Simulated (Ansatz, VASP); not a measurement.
# HC12 in VASP and in Ansatz

```
CELL_PARAMETERS angstrom
4.93116 0.00000 0.00000
0.00000 4.00987 0.00000
0.00000 0.00000 21.60142
ATOMIC_POSITIONS crystal
C 0.25000 0.37770 0.18517
C 0.75000 0.37770 0.18517
C 0.00000 0.47208 0.21304
C 0.50000 0.47208 0.21304
C 0.00000 0.66096 0.26881
C 0.50000 0.66096 0.26881
C 0.25000 0.75037 0.29625
C 0.75000 0.75037 0.29625
C 0.25000 0.94129 0.35527
C 0.75000 0.94129 0.35527
C 0.00000 0.02343 0.37967
C 0.50000 0.02343 0.37967
H 0.00000 0.85676 0.50929
```

Alike in both runs: task single point; functional PBE; dispersion D3(BJ); k mesh 6 × 7 × 1; occupations gaussian, width 0.05 eV; collinear spin.

|  | VASP | Ansatz |
| --- | --- | --- |
| version | VASP 6.6.1 | Ansatz 0.2.0 |
| potentials or method | VASP PAW PBE potentials, release 64 (C, H), cutoff 520 eV | scalar-relativistic, plane waves, PAW |
| valence electrons in the cell | 49 | 49 |

Ansatz gave:

* rms of the force components (eV/Å): 1.065
* net moment per atom (μB): 0.08
* size of the moment on the site where the two differ most (μB): 0.82

Q: What did VASP give for the same quantities?

A: rms of the force components (eV/Å): 0.886; net moment per atom (μB): 0.07; size of the moment on the site where the two differ most (μB): 0.37.

Site moments also hang on the region over which each program counts them. Atom by atom the forces differ by 0.249 eV/Å (rms over components).
